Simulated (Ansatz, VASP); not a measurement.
## One calculation of Se, two programs

File INCAR:

```
SYSTEM = Se
PREC = Accurate ; ENCUT = 520
EDIFF = 1E-6 ; ISMEAR = 0
SIGMA = 0.025 ; LREAL = .FALSE.
LASPH = .TRUE. ; NELM = 100
ALGO = Normal ; ISIF = 2
LWAVE = .FALSE. ; LCHARG = .FALSE.
GGA = PE ; NBANDS = 16
```

KPOINTS

```
Automatic mesh
0
G
  7 7 6
  0 0 0
```

File POSCAR:

```
Se
1.0
    4.3662000000      0.0000000000      0.0000000000
   -2.1831000000      3.7812401180      0.0000000000
    0.0000000000      0.0000000000      4.9536000000
Se
3
Direct
    0.7746000000      0.7746000000      0.0000000000
    0.0000000000      0.2254000000      0.6666666667
    0.2254000000      0.0000000000      0.3333333333
```

input.yaml

```yaml
crystal:
  lattice:
    - [4.3662, 0.0, 0.0]
    - [-2.1831, 3.781240118, 0.0]
    - [0.0, 0.0, 4.9536]
  atoms:
    - { symbol: Se, position: [0.7746, 0.7746, 0.0] }
    - { symbol: Se, position: [0.0, 0.2254, 0.6666666667] }
    - { symbol: Se, position: [0.2254, 0.0, 0.3333333333] }
hamiltonian:
  xc: pbe
  pseudopotentials: { kind: paw }
kpoints:
  mp_grid: { grid: [7, 7, 6] }
scf:
  occupations: { method: gaussian, width: 0.025 }
output:
  forces: true
  stress: true
  eigenvalues: true
```

Alike in both runs: task single point; functional PBE; k mesh 7 × 7 × 6; occupations gaussian, width 0.025 eV; no spin polarisation.

|  | VASP | Ansatz |
| --- | --- | --- |
| version | VASP 6.6.1 | Ansatz 0.2.0 |
| potentials or method | VASP PAW PBE potentials, release 64 (Se) | Ansatz PAW |
| plane-wave cutoff (eV) | 520 | 420 |
| valence electrons in the cell | 18 | 48 |

|  | VASP | Ansatz | Ansatz less VASP |
| --- | --- | --- | --- |
| gap on the k mesh at the Fermi level (eV) | 1.21 | 1.21 | 0.000 |
| least direct gap on the mesh (eV) | 1.47 | 1.48 | +0.012 |
| pressure (GPa) | 2.9 | 2.8 | -0.13 |
| traceless stress, the component that is largest in VASP (GPa) | 1.22 | 1.18 | -0.047 |
| rms of the force components (eV/Å) | 0.251 | 0.232 | -0.0189 |

Atom by atom the forces differ by 0.019 eV/Å (rms over components). VASP's potentials hold 18 valence electrons a cell and Ansatz's 48, so a difference there can come from the potentials and not from the codes.

Noted on Ansatz's run: odd divisions of the mesh miss points on the zone boundary, where band edges often lie, so the gap on the mesh can be too wide.
